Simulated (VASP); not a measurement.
# CoO (I-4m2) in VASP: single point with PBE+U

Aim: the single point of CoO with PBE+U.

All numbers are computed with VASP 6.6.1; they aren't measurements. Logs are shortened: lines on timing, memory, paths and dates and some standing lists are left out, and cuts for length are marked.

### 1 The cell of the first run

It takes space group I-4m2 (No. 119, tetragonal). Conventional cell: a = 3.269 Å, b = 3.269 Å, c = 4.577 Å, α = 90.00°, β = 90.00°, γ = 90.00°. Co (site symmetry -4m2) has 4 O at 2.00 Å within 2.6 Å. Within 2.6 Å of O (site symmetry -4m2) lie 4 Co at 2.00 Å.

### 2 Single point, PBE+U, collinear spin, antiferromagnetic start

INCAR

```
SYSTEM = CoO
PREC     = Accurate       ! precision mode
ENCUT    = 520            ! plane-wave cutoff, eV
EDIFF    = 1E-6           ! SCF threshold, eV
ISMEAR   = 0              ! smearing method
SIGMA    = 0.02           ! smearing width, eV
LREAL    = .FALSE.        ! projectors in reciprocal space
LASPH    = .TRUE.         ! aspherical terms in the spheres
NELM     = 150            ! most SCF steps
ALGO     = Normal         ! electronic algorithm
ISIF     = 2              ! what is computed and relaxed
LWAVE    = .FALSE.        ! write WAVECAR
LCHARG   = .FALSE.        ! write CHGCAR
ISPIN    = 2              ! spin polarisation
MAGMOM   = 3 -3 0 0       ! initial moments
LORBIT   = 11             ! projections on sites
LMAXMIX  = 4              ! l up to which the mixer works
LDAU     = .TRUE.         ! DFT+U
LDAUTYPE = 2            
LDAUL    = 2 -1           ! shell
LDAUU    = 3.32 0         ! U, eV
LDAUJ    = 0 0          
LDAUPRINT= 1            
GGA      = PE             ! functional
NBANDS   = 27             ! bands
```

KPOINTS

```
Automatic mesh
0
G
  14 14 7
  0 0 0
```

POSCAR

```
CoO
1.0
    0.0000000000      2.3112829478      2.3112829478
    4.5770380667      2.3112829478      2.3112829478
    4.5770380667      4.6225658957      0.0000000000
Co O
2 2
Direct
    1.0000000000      0.0000000000      0.0000000000
    1.0000000000      0.0000000000      0.5000000000
    0.2500000000      0.2500000000      0.0000000000
    0.2500000000      0.2500000000      0.5000000000
```

Potentials or basis: VASP PAW PBE potentials, release 64 (Co, O).

Started as:

```sh
cat potpaw_PBE.64/Co/POTCAR potpaw_PBE.64/O/POTCAR > POTCAR
mpirun -np 1 vasp_std > vasp.out
```

OUTCAR:

```text
SYSTEM = CoO
   PREC = Accurate
   ENCUT = 520
   EDIFF = 1E-6
   ISMEAR = 0
   LREAL = .FALSE.
   LASPH = .TRUE.
   NELM = 150
   ISIF = 2
   ISPIN = 2
   LORBIT = 11
   GGA = PE

 ion  position               nearest neighbor table
   1  0.000  0.000  0.000-   3 2.00   3 2.00   4 2.00   4 2.00
   2  0.000  0.000  0.500-   4 2.00   4 2.00   3 2.00   3 2.00
   3  0.250  0.250  0.000-   1 2.00   1 2.00   2 2.00   2 2.00
   4  0.250  0.250  0.500-   2 2.00   2 2.00   1 2.00   1 2.00

  LATTYP: Found a simple tetragonal cell.
 ALAT       =     3.2686476913
 C/A-ratio  =     1.4002849187

  Lattice vectors:

 A1 = (   0.0000000000,  -2.3112829478,  -2.3112829478)
 A2 = (   0.0000000000,   2.3112829479,  -2.3112829478)
 A3 = (   4.5770380667,   0.0000000000,   0.0000000000)

Analysis of symmetry for initial positions (statically):
=====================================================================
 Subroutine PRICEL returns following result:

  LATTYP: Found a body centered tetragonal cell.
 ALAT       =     3.2686476913
 C/A-ratio  =     1.4002849187
[... 12 lines left out ...]
 Subroutine GETGRP returns: Found  8 space group operations
 (whereof  8 operations were pure point group operations)
 out of a pool of 16 trial point group operations.

The static configuration has the point symmetry D_2d.

Analysis of symmetry for dynamics (positions and initial velocities):
=====================================================================
 Subroutine PRICEL returns following result:

  LATTYP: Found a body centered tetragonal cell.
 ALAT       =     3.2686476913
 C/A-ratio  =     1.4002849187
[... 12 lines left out ...]
 Subroutine GETGRP returns: Found  8 space group operations
 (whereof  8 operations were pure point group operations)
 out of a pool of 16 trial point group operations.

The dynamic configuration has the point symmetry D_2d.

Analysis of structural, dynamic, and magnetic symmetry:
=====================================================================
 Subroutine PRICEL returns following result:

  LATTYP: Found a body centered tetragonal cell.
 ALAT       =     3.2686476913
 C/A-ratio  =     1.4002849187
[... 12 lines left out ...]
 Subroutine GETGRP returns: Found  8 space group operations
 (whereof  8 operations were pure point group operations)
 out of a pool of 16 trial point group operations.

The overall configuration has the point symmetry D_2d.

 Subroutine INISYM returns: Found  8 space group operations
 (whereof  8 operations are pure point group operations),
 and found     2 'primitive' translations

----------------------------------------------------------------------------------------

                                     Primitive cell

  volume of cell :      24.4507

  direct lattice vectors                    reciprocal lattice vectors
    -2.288519033  0.000000000 -2.311282948    -0.218481906  0.216330069 -0.216330069
    -2.288519033 -0.000000000  2.311282948    -0.218481906  0.216330069  0.216330069
     2.288519033  2.311282948  0.000000000     0.000000000  0.432660138  0.000000000

  length of vectors
     3.252591003  3.252591003  3.252591003     0.375941140  0.375941140  0.432660138

  position of ions in fractional coordinates (direct lattice)
     0.000000000  0.000000000  0.000000000
     0.750000000  0.250000000  0.500000000

  ion indices of the primitive-cell ions
   primitive index   ion index
                 1           1
                 2           3

[... 133 lines left out ...]
  0.0000  0.0000  0.0023  0.0000  0.9587

 occupancies and eigenvectors

  o =  0.1238  v =  0.0000  0.0000  0.0000  0.0000  0.0000 -0.3827 -0.0000  0.0000 -0.9239  0.0000      0.0000  0.0000  0.0000  0.0000  0.0000  0.0000  0.0000  0.0000  0.0000  0.0000
  o =  0.1238  v =  0.0000  0.0000  0.0000  0.0000  0.0000 -0.9239  0.0000  0.0000  0.3827  0.0000      0.0000  0.0000  0.0000  0.0000  0.0000  0.0000  0.0000  0.0000  0.0000  0.0000
  o =  0.1341  v =  0.0000  0.0000  0.0000  0.0000  0.0000  0.0000  1.0000  0.0000 -0.0000 -0.0000      0.0000  0.0000  0.0000  0.0000  0.0000  0.0000  0.0000  0.0000  0.0000  0.0000
  o =  0.9573  v =  0.0000  0.0000  0.0000  0.0000  0.0000 -0.0000 -0.0000  0.5000 -0.0000 -0.8660      0.0000  0.0000  0.0000  0.0000  0.0000  0.0000  0.0000  0.0000  0.0000  0.0000
  o =  0.9627  v =  0.0000  0.0000  0.0000  0.0000  0.0000  0.0000 -0.0000  0.8660  0.0000  0.5000      0.0000  0.0000  0.0000  0.0000  0.0000  0.0000  0.0000  0.0000  0.0000  0.0000
  o =  0.9635  v =  0.0000  0.0000 -0.8660  0.0000 -0.5000  0.0000  0.0000  0.0000  0.0000  0.0000      0.0000  0.0000  0.0000  0.0000  0.0000  0.0000  0.0000  0.0000  0.0000  0.0000
  o =  0.9669  v =  0.0000 -0.0000 -0.5000 -0.0000  0.8660  0.0000  0.0000  0.0000  0.0000  0.0000      0.0000  0.0000  0.0000  0.0000  0.0000  0.0000  0.0000  0.0000  0.0000  0.0000
  o =  0.9775  v = -0.0000  1.0000 -0.0000 -0.0000  0.0000  0.0000  0.0000  0.0000  0.0000  0.0000      0.0000  0.0000  0.0000  0.0000  0.0000  0.0000  0.0000  0.0000  0.0000  0.0000
  o =  0.9809  v = -0.3827 -0.0000 -0.0000 -0.9239 -0.0000  0.0000  0.0000  0.0000  0.0000  0.0000      0.0000  0.0000  0.0000  0.0000  0.0000  0.0000  0.0000  0.0000  0.0000  0.0000
  o =  0.9809  v = -0.9239  0.0000 -0.0000  0.3827  0.0000  0.0000  0.0000  0.0000  0.0000  0.0000      0.0000  0.0000  0.0000  0.0000  0.0000  0.0000  0.0000  0.0000  0.0000  0.0000

atom =   2  type =  1  l = 2

 onsite density matrix

spin component  1

  0.1238  0.0000  0.0000 -0.0000  0.0000
  0.0000  0.1341 -0.0000 -0.0000  0.0000
  0.0000 -0.0000  0.9613  0.0000  0.0023
 -0.0000 -0.0000  0.0000  0.1238  0.0000
  0.0000  0.0000  0.0023  0.0000  0.9587

spin component  2

  0.9809  0.0000  0.0000 -0.0000 -0.0000
  0.0000  0.9775 -0.0000 -0.0000  0.0000
  0.0000 -0.0000  0.9643  0.0000 -0.0015
 -0.0000 -0.0000  0.0000  0.9809  0.0000
 -0.0000  0.0000 -0.0015  0.0000  0.9660

 occupancies and eigenvectors

  o =  0.1238  v =  0.3827  0.0000 -0.0000  0.9239 -0.0000  0.0000  0.0000  0.0000  0.0000  0.0000      0.0000  0.0000  0.0000  0.0000  0.0000  0.0000  0.0000  0.0000  0.0000  0.0000
  o =  0.1238  v =  0.9239 -0.0000 -0.0000 -0.3827 -0.0000  0.0000  0.0000  0.0000  0.0000  0.0000      0.0000  0.0000  0.0000  0.0000  0.0000  0.0000  0.0000  0.0000  0.0000  0.0000
  o =  0.1341  v =  0.0000  1.0000  0.0000 -0.0000 -0.0000  0.0000  0.0000  0.0000  0.0000  0.0000      0.0000  0.0000  0.0000  0.0000  0.0000  0.0000  0.0000  0.0000  0.0000  0.0000
  o =  0.9573  v = -0.0000 -0.0000  0.5000 -0.0000 -0.8660  0.0000  0.0000  0.0000  0.0000  0.0000      0.0000  0.0000  0.0000  0.0000  0.0000  0.0000  0.0000  0.0000  0.0000  0.0000
  o =  0.9627  v =  0.0000 -0.0000  0.8660  0.0000  0.5000  0.0000  0.0000  0.0000  0.0000  0.0000      0.0000  0.0000  0.0000  0.0000  0.0000  0.0000  0.0000  0.0000  0.0000  0.0000
  o =  0.9635  v =  0.0000  0.0000  0.0000  0.0000  0.0000  0.0000  0.0000 -0.8660  0.0000 -0.5000      0.0000  0.0000  0.0000  0.0000  0.0000  0.0000  0.0000  0.0000  0.0000  0.0000
  o =  0.9669  v =  0.0000  0.0000  0.0000  0.0000  0.0000  0.0000 -0.0000 -0.5000 -0.0000  0.8660      0.0000  0.0000  0.0000  0.0000  0.0000  0.0000  0.0000  0.0000  0.0000  0.0000
  o =  0.9775  v =  0.0000  0.0000  0.0000  0.0000  0.0000 -0.0000  1.0000 -0.0000  0.0000  0.0000      0.0000  0.0000  0.0000  0.0000  0.0000  0.0000  0.0000  0.0000  0.0000  0.0000
  o =  0.9809  v =  0.0000  0.0000  0.0000  0.0000  0.0000 -0.3827  0.0000 -0.0000 -0.9239 -0.0000      0.0000  0.0000  0.0000  0.0000  0.0000  0.0000  0.0000  0.0000  0.0000  0.0000
  o =  0.9809  v =  0.0000  0.0000  0.0000  0.0000  0.0000 -0.9239 -0.0000 -0.0000  0.3827  0.0000      0.0000  0.0000  0.0000  0.0000  0.0000  0.0000  0.0000  0.0000  0.0000  0.0000

 number of electron      29.9999998 magnetization      -0.0000000

 Free energy of the ion-electron system (eV)
  ---------------------------------------------------
  ext. energy  EPLUGINS =         0.00000000
  ---------------------------------------------------
  free energy    TOTEN  =       -24.48297817 eV

  energy without entropy =      -24.48297817  energy(sigma->0) =      -24.48297817

 E-fermi :   4.7939     XC(G=0): -10.7569

 val. band max:        4.6049128829   @ k =   0.5000   0.4286   0.4286
 cond. band min:       5.7000670497   @ k =   0.0000   0.0000   0.0000
 fundamental gap:      1.0951541668
 Fermi energy:         4.7939129070

 spin component 1

 k-point     1 :       0.0000    0.0000    0.0000
  band No.  band energies     occupation
      1     -13.6514      1.00000
      2     -12.9077      1.00000
      3      -1.1702      1.00000
      4      -0.8244      1.00000
      5      -0.8243      1.00000
      6      -0.6611      1.00000
[... 1433 lines left out ...]
     26      18.9722      0.00000
     27      20.9084      0.00000

 [... further k-points ...]
[... 5 lines left out ...]
  --------------------------------------------------------------------------------------
  -------------------------------------------------------------------------------------
  Total       -0.4833764     -0.4909945     -0.4909945     -0.0000000      0.0000000      0.0000000
  in kB      -15.8370862    -16.0866814    -16.0866814     -0.0000000      0.0000000      0.0000000
  external PRESSURE =     -16.0034830 kB  Pullay stress =       0.0000000 kB

 VOLUME and BASIS-vectors are now :
 -----------------------------------------------------------------------------
  energy-cutoff  :      520.00
  volume of cell :       48.90
      direct lattice vectors                 reciprocal lattice vectors
     0.000000000  2.311282948  2.311282948    -0.218481906  0.216330069  0.216330069
     4.577038067  2.311282948  2.311282948     0.218481906 -0.216330069  0.216330069
     4.577038067  4.622565896  0.000000000     0.000000000  0.216330069 -0.216330069

 POSITION                                       TOTAL-FORCE (eV/Angst)
 -----------------------------------------------------------------------------------
      0.00000      0.00000      0.00000        -0.000000     -0.000000     -0.000000
      2.28852      2.31128      0.00000        -0.000000      0.000000     -0.000000
      1.14426      1.15564      1.15564         0.000000      0.000000      0.000000
      3.43278      3.46692      1.15564        -0.000000      0.000000      0.000000
 -----------------------------------------------------------------------------------
    total drift:                                0.000010      0.000008      0.000009

  FREE ENERGIE OF THE ION-ELECTRON SYSTEM (eV)
  ---------------------------------------------------
  free  energy   TOTEN  =       -24.4829781707 eV

  energy  without entropy=      -24.4829781707  energy(sigma->0) =      -24.48297817

 total charge

# of ion       s       p       d       tot
------------------------------------------
    1        0.341   0.408   7.147   7.896
    2        0.341   0.408   7.147   7.896
    3        1.547   3.455   0.000   5.001
    4        1.547   3.455   0.000   5.001
--------------------------------------------------
tot          3.776   7.726  14.293  25.795

 magnetization (x)

# of ion       s       p       d       tot
------------------------------------------
    1        0.015   0.042   2.566   2.623
    2       -0.015  -0.042  -2.566  -2.623
    3        0.000   0.000   0.000   0.000
    4        0.000   0.000   0.000   0.000
--------------------------------------------------
tot          0.000   0.000   0.000   0.000
```

Run time: 6.7 min. Hardware: 1 thread of AMD EPYC 9R45 (Zen 5), shared host; peak memory 0.41 GiB.

Results:

| Property | Result |
| --- | --- |
| Free energy | -24.4830 eV |
| Pressure | -1.6 GPa |
| Band gap on the k mesh | 1.10 eV |
| Net moment | 0.00 μB per cell |
| Site moments | Co +2.62, -2.62; O +0.00 μB |
| Valence electrons inside the program's atomic spheres | Co 7.90; O 5.00 |

Levels at points of the mesh, in eV from the valence-band top:
Spin up:
```tsv
k point	band 13	band 14	band 15	band 16	band 17	band 18
(0.00, 0.00, 0.00)	-0.90	-0.90	-0.87	1.10	2.92	3.77
(0.50, 0.00, 0.00)	-0.99	-0.78	-0.19	2.76	3.15	3.52
(0.50, 0.50, 0.00)	-1.99	-0.95	-0.76	2.05	2.05	2.99
```
Spin down:
```tsv
k point	band 13	band 14	band 15	band 16	band 17	band 18
(0.00, 0.00, 0.00)	-0.90	-0.90	-0.87	1.10	2.92	3.77
(0.50, 0.00, 0.00)	-0.99	-0.78	-0.19	2.76	3.15	3.52
(0.50, 0.50, 0.00)	-1.99	-0.95	-0.76	2.05	2.05	2.99
```

Eigenvalues of the final occupation matrices:
| site | spin | trace | eigenvalues |
| --- | --- | --- | --- |
| site 1 d | 1 | 4.87 | 0.96 0.97 0.98 0.98 0.98 |
| site 1 d | 2 | 2.30 | 0.12 0.12 0.13 0.96 0.96 |
| site 2 d | 1 | 2.30 | 0.12 0.12 0.13 0.96 0.96 |
| site 2 d | 2 | 4.87 | 0.96 0.97 0.98 0.98 0.98 |
